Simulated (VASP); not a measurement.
# Ge (Fmmm) in VASP: vibrations by perturbation theory with PBEsol

Aim: the vibrations by perturbation theory of Ge with PBEsol.

Everything below comes from runs of VASP 6.6.1. Logs are shortened: lines on timing, memory, paths and dates and some standing lists are left out, and cuts for length are marked.

## Step 1: The cell of the first run

The structure is orthorhombic, space group Fmmm (No. 69). Conventional cell: a = 5.261 Å, b = 5.771 Å, c = 10.231 Å, α = 90.00°, β = 90.00°, γ = 90.00°. Within 3.4 Å of Ge (site symmetry m2m) lie 8 Ge at 2.61 to 3.17 Å. Within 3.7 Å of Ge (site symmetry mm2) lie 12 Ge at 2.71 to 3.69 Å.

## Step 2: Vibrations by perturbation theory, PBEsol

Contents of INCAR:

```
SYSTEM = Ge
PREC = Accurate ; ENCUT = 520
EDIFF = 1E-8 ; ISMEAR = -1
SIGMA = 0.05 ; LREAL = .False.
LASPH = .True. ; NELM = 100
ALGO = Normal ; ISIF = 2
LWAVE = .False. ; LCHARG = .True.
GGA = PS ; NBANDS = 36
IBRION = 8 ; NSW = 1
```

Contents of KPOINTS:

```
regular mesh
0
Gamma
  6 6 6
  0 0 0
```

Contents of POSCAR:

```
Ge
1.0
    0.0000000000      2.8857400000      5.1156650000
    2.6304970000      0.0000000000      5.1156650000
    2.6304970000      2.8857400000      0.0000000000
Ge
4
Direct
    0.7264900000      0.2735100000      0.7264900000
    0.2735100000      0.7264900000      0.2735100000
    0.2181330000      0.2181330000      0.7818670000
    0.7818670000      0.7818670000      0.2181330000
```

Potentials or basis: VASP PAW PBE potentials, release 64 (Ge_d).

The run is started by

```sh
$ cat potpaw_PBE.64/Ge_d/POTCAR > POTCAR
$ mpirun -np 1 vasp_std > vasp.out
```

OUTCAR:

```text
SYSTEM = Ge
   PREC = Accurate
   ENCUT = 520
   EDIFF = 1E-8
   ISMEAR = -1
   LREAL = .False.
   LASPH = .True.
   NELM = 100
   ISIF = 2
   GGA = PS
   IBRION = 8
   NSW = 1

 ion  position               nearest neighbor table
   1  0.726  0.274  0.726-   2 2.61   2 2.64   2 2.64   3 2.73   4 2.73
   2  0.274  0.726  0.274-   1 2.61   1 2.64   1 2.64   3 2.73   4 2.73
   3  0.218  0.218  0.782-   4 2.71   4 2.71   1 2.73   2 2.73
   4  0.782  0.782  0.218-   3 2.71   3 2.71   1 2.73   2 2.73

  LATTYP: Found a face centered orthorhombic cell.
 ALAT       =     5.2609940000
 B/A-ratio  =     1.0970322338
 C/A-ratio  =     1.9447522654

  Lattice vectors:

 A1 = (   0.0000000000,   2.8857400000,   5.1156650000)
 A2 = (   2.6304970000,   0.0000000000,   5.1156650000)
 A3 = (   2.6304970000,   2.8857400000,   0.0000000000)

Analysis of symmetry for initial positions (statically):
=====================================================================
 Subroutine PRICEL returns:
 Original cell was already a primitive cell.

 Routine SETGRP: Setting up the symmetry group for a
 face centered orthorhombic supercell.

 Subroutine GETGRP returns: Found  8 space group operations
 (whereof  8 operations were pure point group operations)
 out of a pool of  8 trial point group operations.

The static configuration has the point symmetry D_2h.

Analysis of symmetry for dynamics (positions and initial velocities):
=====================================================================
 Subroutine PRICEL returns:
 Original cell was already a primitive cell.

 Routine SETGRP: Setting up the symmetry group for a
 face centered orthorhombic supercell.

 Subroutine GETGRP returns: Found  8 space group operations
 (whereof  8 operations were pure point group operations)
 out of a pool of  8 trial point group operations.

The dynamic configuration has the point symmetry D_2h.

 Subroutine INISYM returns: Found  8 space group operations
 (whereof  8 operations are pure point group operations),
 and found     1 'primitive' translations

----------------------------------------------------------------------------------------

                                     Primitive cell

  volume of cell :      77.6653

  direct lattice vectors                    reciprocal lattice vectors
     0.000000000  2.885740000  5.115665000    -0.190078149  0.173265783  0.097739004
     2.630497000  0.000000000  5.115665000     0.190078149 -0.173265783  0.097739004
     2.630497000  2.885740000  0.000000000     0.190078149  0.173265783 -0.097739004

  length of vectors
     5.873459265  5.752351072  3.904741965     0.275142957  0.275142957  0.275142957

  position of ions in fractional coordinates (direct lattice)
     0.726490000  0.273510000  0.726490000
     0.273510000  0.726490000  0.273510000
     0.218133000  0.218133000  0.781867000
     0.781867000  0.781867000  0.218133000

  ion indices of the primitive-cell ions
   primitive index   ion index
[... 129 lines left out ...]
 cond. band min:       6.2318509395   @ k =  -0.3333   0.0000   0.1667
 fundamental gap:      0.1178025391
 Fermi energy:         6.2251897460

 k-point     1 :       0.0000    0.0000    0.0000
  band No.  band energies     occupation
      1     -18.5084      2.00000
      2     -18.4552      2.00000
      3     -18.4237      2.00000
      4     -18.4145      2.00000
      5     -18.4085      2.00000
      6     -18.4051      2.00000
[... 925 lines left out ...]
     35      12.2951      0.00000
     36      12.8772      0.00000

 [... further k-points ...]

------------------------ aborting loop because EDIFF is reached ----------------------------------------

  FORCE on cell =-STRESS in cart. coord.  units (eV):
  Direction    XX          YY          ZZ          XY          YZ          ZX
  --------------------------------------------------------------------------------------
  -------------------------------------------------------------------------------------
  Total       -0.7134217     -1.9098842     -2.1913802      0.0000000      0.0000000      0.0000000
  in kB      -14.7173552    -39.3994832    -45.2065336      0.0000000      0.0000000      0.0000000
  external PRESSURE =     -33.1077907 kB  Pullay stress =       0.0000000 kB

 VOLUME and BASIS-vectors are now :
 -----------------------------------------------------------------------------
  energy-cutoff  :      520.00
  volume of cell :       77.67
      direct lattice vectors                 reciprocal lattice vectors
     0.000000000  2.885740000  5.115665000    -0.190078149  0.173265783  0.097739004
     2.630497000  0.000000000  5.115665000     0.190078149 -0.173265783  0.097739004
     2.630497000  2.885740000  0.000000000     0.190078149  0.173265783 -0.097739004

 POSITION                                       TOTAL-FORCE (eV/Angst)
 -----------------------------------------------------------------------------------
      2.63050      4.19292      5.11566         0.000000      0.005583      0.000000
      2.63050      1.57856      5.11566         0.000000     -0.005583      0.000000
      2.63050      2.88574      2.23179         0.000000      0.000000      0.011303
      2.63050      2.88574      7.99954         0.000000      0.000000     -0.011303
 -----------------------------------------------------------------------------------
    total drift:                                0.000000      0.000000      0.000000

  FREE ENERGIE OF THE ION-ELECTRON SYSTEM (eV)
  ---------------------------------------------------
  free  energy   TOTEN  =       -18.9902892878 eV

  energy  without entropy=      -18.9766265698  energy(sigma->0) =      -18.98345793

[... ionic steps 2 to 9 ...]

--------------------------------------- Ionic step       10  -------------------------------------------

------------------------ aborting loop because EDIFF is reached ----------------------------------------

--------------------------------------- Ionic step       11  -------------------------------------------

------------------------ aborting loop because EDIFF is reached ----------------------------------------

--------------------------------------- Ionic step       12  -------------------------------------------

 Free energy of the ion-electron system (eV)
  ---------------------------------------------------
  ---------------------------------------------------
  free energy    TOTEN  =        -0.20121548 eV

  energy without entropy =       -0.20120413

------------------------ aborting loop because EDIFF is reached ----------------------------------------

 INTERNAL STRAIN TENSOR  FOR ION    3  DIRECTION 3   (eV/Angst):
 -----------------------------------------------------------------------------
     1.01719  0.00000  0.00000
     0.00000  1.35069  0.00000
     0.00000  0.00000 -5.06108

 INTERNAL STRAIN TENSOR FOR ION    4 for displacements in x,y,z  (eV/Angst):
          X           Y           Z          XY          YZ          ZX
  --------------------------------------------------------------------------------
  x     0.00000     0.00000     0.00000     0.00000     0.00000    -1.42377
  y     0.00000     0.00000     0.00000     0.00000     1.90759     0.00000
  z    -1.01719    -1.35069     5.06108     0.00000     0.00000     0.00000

 SECOND DERIVATIVES (NOT SYMMETRIZED)
 ------------------------------------
               1X          1Y          1Z          2X          2Y          2Z          3X          3Y          3Z          4X          4Y          4Z
  1X    -4.580488   -0.000000    0.000000    4.072734    0.000000    0.000000    0.253877    0.000000    0.000000    0.253877    0.000000    0.000000
  1Y     0.000000   -3.316205    0.000000    0.000000    2.815265    0.000000    0.000000    0.250470    0.590843    0.000000    0.250470   -0.590843
  1Z     0.000000    0.000000   -1.821247    0.000000    0.000000   -0.743257    0.000000    0.648832    1.282252    0.000000   -0.648832    1.282252
  2X     4.072734    0.000000    0.000000   -4.580488   -0.000000    0.000000    0.253877    0.000000    0.000000    0.253877    0.000000    0.000000
  2Y     0.000000    2.815265    0.000000    0.000000   -3.316205    0.000000    0.000000    0.250470   -0.590843    0.000000    0.250470    0.590843
  2Z     0.000000    0.000000   -0.743257    0.000000    0.000000   -1.821247    0.000000   -0.648832    1.282252    0.000000    0.648832    1.282252
  3X     0.267027    0.000000    0.000000    0.267027    0.000000    0.000000   -3.507231    0.000000    0.000000    2.973176    0.000000    0.000000
  3Y     0.000000    0.252719    0.637950    0.000000    0.252719   -0.637950    0.000000   -0.950899    0.000000    0.000000    0.445462    0.000000
  3Z     0.000000    0.589923    1.285485    0.000000   -0.589923    1.285485    0.000000    0.000000   -2.159875    0.000000    0.000000   -0.411096
  4X     0.267027    0.000000    0.000000    0.267027    0.000000    0.000000    2.973176    0.000000    0.000000   -3.507231    0.000000    0.000000
  4Y     0.000000    0.252719   -0.637950    0.000000    0.252719    0.637950    0.000000    0.445462    0.000000    0.000000   -0.950899    0.000000
  4Z     0.000000   -0.589923    1.285485    0.000000    0.589923    1.285485    0.000000    0.000000   -0.411096    0.000000    0.000000   -2.159875

 Eigenvectors and eigenvalues of the dynamical matrix
 ----------------------------------------------------

   1 f  =    5.396864 THz    33.909494 2PiTHz  180.019989 cm-1    22.319624 meV
             X         Y         Z           dx          dy          dz
      2.630497  4.192923  5.115665     0.707107    0.000000    0.000000
      2.630497  1.578557  5.115665    -0.707107    0.000000   -0.000000
      2.630497  2.885740  2.231791    -0.000000    0.000000   -0.000000
      2.630497  2.885740  7.999539    -0.000000   -0.000000    0.000000
[... 71 lines left out ...]
  12 f/i=    0.447201 THz     2.809847 2PiTHz   14.917022 cm-1     1.849474 meV
             X         Y         Z           dx          dy          dz
      2.630497  4.192923  5.115665    -0.000000   -0.000000    0.529805
      2.630497  1.578557  5.115665    -0.000000   -0.000000   -0.529805
      2.630497  2.885740  2.231791    -0.000000    0.468302   -0.000000
      2.630497  2.885740  7.999539    -0.000000   -0.468302   -0.000000

--------------------------------------------------------------------------------------------------------

 ELASTIC MODULI CONTR FROM IONIC RELAXATION (kBar)
 Direction    XX          YY          ZZ          XY          YZ          ZX
 --------------------------------------------------------------------------------
 XX         -35.8759     -9.2561    113.0071      0.0000     -0.0000     -0.0000
 YY          -9.2561    -89.8212    178.3497      0.0000      0.0000      0.0000
 ZZ         113.0071    178.3497   -610.5467     -0.0000     -0.0000      0.0000
 XY           0.0000      0.0000     -0.0000     -1.8824     -0.0000      0.0000
 YZ          -0.0000      0.0000     -0.0000     -0.0000    -85.9414      0.0000
 ZX          -0.0000      0.0000      0.0000      0.0000      0.0000    -12.9059
 --------------------------------------------------------------------------------
```

It took 21 min on 1 thread of Intel Xeon 6975P-C (Granite Rapids), shared host; peak memory 0.56 GiB.

What came out:

* Highest phonon frequency at Γ: 180 cm⁻¹

Phonon frequencies in cm⁻¹ (negative: imaginary):
```
              q point                             frequencies
(0.000, 0.000, 0.000)  -15 -1 0 0 61 62 74 97 139 155 156 180
```

Caveat: the cell stands under pressure or tension, which shifts response properties; some modes are imaginary; the PAW data sets were made with another functional, which shifts forces and pressure a little.
